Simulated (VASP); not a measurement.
Input of a VASP 6.6.1 run:

The input INCAR:

```
SYSTEM = Br
ALGO     = Normal         ! electronic algorithm
EDIFF    = 1E-6           ! SCF threshold, eV
ENCUT    = 500            ! plane-wave cutoff, eV
GGA_COMPAT= .False.      
ISIF     = 2              ! what is computed and relaxed
ISMEAR   = 1              ! smearing method
LASPH    = .True.         ! aspherical terms in the spheres
LCHARG   = .False.        ! write CHGCAR
LREAL    = .False.        ! projectors in reciprocal space
LWAVE    = .False.        ! write WAVECAR
NBANDS   = 18             ! bands
NELM     = 120            ! most SCF steps
PREC     = Accurate       ! precision mode
SIGMA    = 0.05           ! smearing width, eV
```

Contents of KPOINTS:

```
k-points
0
Gamma
  3 3 3
  0 0 0
```

Contents of POSCAR:

```
Br
1.0
    4.5976403800      0.0000000000      0.0000000000
    0.0000000000      4.5976403800      0.0000000000
    0.0000000000      0.0000000000      4.5976403800
Br
3
Direct
    0.4999741557     -0.0007660741      0.0003418472
    0.0005968758      0.5002187893     -0.0002834106
   -0.0005710315      0.0005472848      0.4999415634
```

Potentials or basis: VASP PAW LDA potentials, release 64 (Br).

The run is started by

```bash
$ cat potpaw_LDA.64/Br/POTCAR > POTCAR
$ mpirun -np 1 vasp_std > vasp.out
```

(1) Estimate the largest force.

(2) What does it give for the pressure?

(3) Predict the band gap on the k mesh.

Results:

(1) 0.007 eV/Å.

(2) -4.7 GPa.

(3) zero (an odd number of electrons rules out a gap without spin polarisation).

Caveat: the k points lie up to 0.46 Å⁻¹ apart, too coarse for converged energies and pressures of a metal; an odd number of electrons without spin polarisation forces a metal; a magnetic or distorted state may lie lower.
